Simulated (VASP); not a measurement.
Wanted: the native input for a VASP 6.6.1 run.

```yaml
Task: electric field gradients
Functional: LDA
Potentials_or_basis: VASP PAW LDA potentials, release 64 (Ba_sv, Ti_sv, O_h)
Cutoff: 1000 eV
k_mesh: 8 × 8 × 8
Occupations: fermi-dirac, width 0.05 eV
Spin: no spin polarisation
Dipole_correction: no
Further_INCAR_settings: ALGO = Normal; EDIFF = 1e-08; NBANDS = 28
```

The structure of BaTiO3 lies in POSCAR:

```
BaTiO3
1.0
    3.9531406582      0.0000000000      0.0000000000
    0.0000000000      3.9531406582      0.0000000000
    0.0000000000      0.0000000000      3.9531406582
Ba Ti O
1 1 3
Direct
    0.5000000000      0.5000000000      0.5000000000
    0.0000000000      0.0000000000      0.0000000000
    0.5000000000      0.0000000000      0.0000000000
    0.0000000000      0.5000000000      0.0000000000
    0.0000000000      0.0000000000      0.5000000000
```

These files were run (other wordings do the same):

INCAR

```
PREC = Accurate ; ENCUT = 1000
EDIFF = 1E-8 ; ISMEAR = -1
SIGMA = 0.05 ; LREAL = False
LASPH = True ; NELM = 120
ALGO = Normal ; ISIF = 2
LWAVE = False ; LCHARG = False
GGA = CA ; LEFG = True
NBANDS = 28 ; GGA_COMPAT = False
```

KPOINTS

```
regular mesh
0
Gamma
  8 8 8
```

Potentials or basis: VASP PAW LDA potentials, release 64 (Ba_sv, Ti_sv, O_h).

Launch:

```bash
$ cat potpaw_LDA.64/Ba_sv/POTCAR potpaw_LDA.64/Ti_sv/POTCAR potpaw_LDA.64/O_h/POTCAR > POTCAR
$ mpirun -np 1 vasp_std > vasp.out
```

Results of the run:

The pressure is -0.2 GPa. The band gap on the k mesh is 1.73 eV (least direct gap 1.83 eV). The largest electric field gradient by atom is Ba +0.0; Ti +0.0; O +18.2 V/Å².

Caveat: without QUAD_EFG the Cq values of the log hold for a quadrupole moment of 1 mb, not for the nuclei; spin-orbit coupling is left out, which moves the levels of the heavy elements.

Run time: 2.4 min on 1 thread of Intel(R) Xeon(R) Platinum 8375C CPU @ 2.90GHz (Ice Lake), on a shared host, peak memory 0.33 GiB.
